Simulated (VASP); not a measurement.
Set up this calculation in VASP 6.6.1, as the native input.

```yaml
Task: single point
Functional: r2SCAN
Potentials_or_basis: VASP PAW PBE potentials, release 64 (Hf_pv, O)
Cutoff: 520 eV
k_mesh: 8 × 8 × 8
Occupations: gaussian, width 0.05 eV
Spin: no spin polarisation
Dipole_correction: no
Further_INCAR_settings: ALGO = Normal; EDIFF = 1e-06; NBANDS = 18
```

The system is HfO2.

```
Hf O
1.0
     0.00000    2.52916    2.52916
     2.41535    0.00000    2.52916
     2.41535    2.52916    0.00000
Hf O
1 2
Cartesian
  0.0000 0.0000 0.0000
  1.2077 1.2646 1.2646
  3.6230 3.7937 3.7937
```

This cell differs from its parent crystal: strain -0.0450 x Voigt [1, 0, 0, 0, 0, 0].

The input as run:

POSCAR

```
HfO2
1.0
    0.0000000000      2.5291609861      2.5291609861
    2.4153487417      0.0000000000      2.5291609861
    2.4153487417      2.5291609861      0.0000000000
Hf O
1 2
Direct
    0.0000000000      0.0000000000      0.0000000000
    0.2500000000      0.2500000000      0.2500000000
    0.7500000000      0.7500000000      0.7500000000
```

INCAR.step1

```
PREC     = Accurate       # precision mode
ENCUT    = 520            # plane-wave cutoff, eV
ISMEAR   = 0              # smearing method
SIGMA    = 0.05           # smearing width, eV
LREAL    = False          # projectors in reciprocal space
LASPH    = True           # aspherical terms in the spheres
NELM     = 60             # most SCF steps
NBANDS   = 18             # bands
GGA      = PE             # functional
ALGO     = Normal         # electronic algorithm
EDIFF    = 1E-4           # SCF threshold, eV
LWAVE    = True           # write WAVECAR
LCHARG   = False          # write CHGCAR
```

INCAR.step2

```
PREC     = Accurate       # precision mode
ENCUT    = 520            # plane-wave cutoff, eV
EDIFF    = 1E-6           # SCF threshold, eV
ISMEAR   = 0              # smearing method
SIGMA    = 0.05           # smearing width, eV
LREAL    = False          # projectors in reciprocal space
LASPH    = True           # aspherical terms in the spheres
NELM     = 60             # most SCF steps
ALGO     = Normal         # electronic algorithm
ISIF     = 2              # what is computed and relaxed
LWAVE    = False          # write WAVECAR
LCHARG   = False          # write CHGCAR
METAGGA  = R2SCAN         # meta-GGA
LMIXTAU  = True         
NBANDS   = 18             # bands
ISTART   = 1
```

KPOINTS

```
Automatic mesh
0
Gamma
  8 8 8
```

Potentials or basis: VASP PAW PBE potentials, release 64 (Hf_pv, O).

Run with:

```console
$ cat potpaw_PBE.64/Hf_pv/POTCAR potpaw_PBE.64/O/POTCAR > POTCAR
$ cp INCAR.step1 INCAR
$ mpirun -np 1 vasp_std > vasp.out
$ cp INCAR.step2 INCAR
$ mpirun -np 1 vasp_std > vasp.out
```

Results of the run:

```yaml
Pressure: 9.4 GPa
Band_gap_on_the_k_mesh: 3.88 eV (least direct gap 4.03 eV)
```

Caveat: the cell differs from its parent crystal (strain -0.0450 x Voigt [1, 0, 0, 0, 0, 0]); the cell stands under pressure; the PAW data sets were made with another functional, which shifts forces and pressure a little; spin-orbit coupling is left out, which moves the levels of the heavy elements.

Run time: 82 s on 1 thread of Intel(R) Xeon(R) 6975P-C (Granite Rapids) (shared host), peak memory 0.18 GiB.
